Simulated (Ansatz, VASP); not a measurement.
# HgTe: VASP beside Ansatz

```
CELL_PARAMETERS angstrom
0.00000 3.19293 3.19293
3.19293 0.00000 3.19293
3.19293 3.19293 0.00000
ATOMIC_POSITIONS crystal
Hg 0.00000 0.00000 0.00000
Te 0.75000 0.75000 0.75000
```

Alike in both runs: task single point; functional PBE0; k mesh 4 × 4 × 4; occupations fermi-dirac, width 0.05 eV; no spin polarisation.

|  | VASP | Ansatz |
| --- | --- | --- |
| version | VASP 6.6.1 | Ansatz 0.2.0 |
| potentials or method | VASP PAW PBE potentials, release 64 (Hg, Te) | Ansatz PAW |
| plane-wave cutoff (eV) | 520 | 420 |
| valence electrons in the cell | 18 | 36 |

Ansatz gave:

* gap on the k mesh at the Fermi level (eV): 0.78
* least direct gap on the mesh (eV): 0.78
* pressure (GPa): 4.3

**Question.** What did VASP give for the same quantities?

**Answer.** gap on the k mesh at the Fermi level (eV): 0.74; least direct gap on the mesh (eV): 0.74; pressure (GPa): 4.2.

With one functional, cell and mesh, what is left measures potentials, basis and numerics. VASP's potentials hold 18 valence electrons a cell and Ansatz's 36, so a difference there can come from the potentials and not from the codes.

The k mesh is coarse, so the values compare programs but aren't converged. Spin-orbit coupling is off throughout.
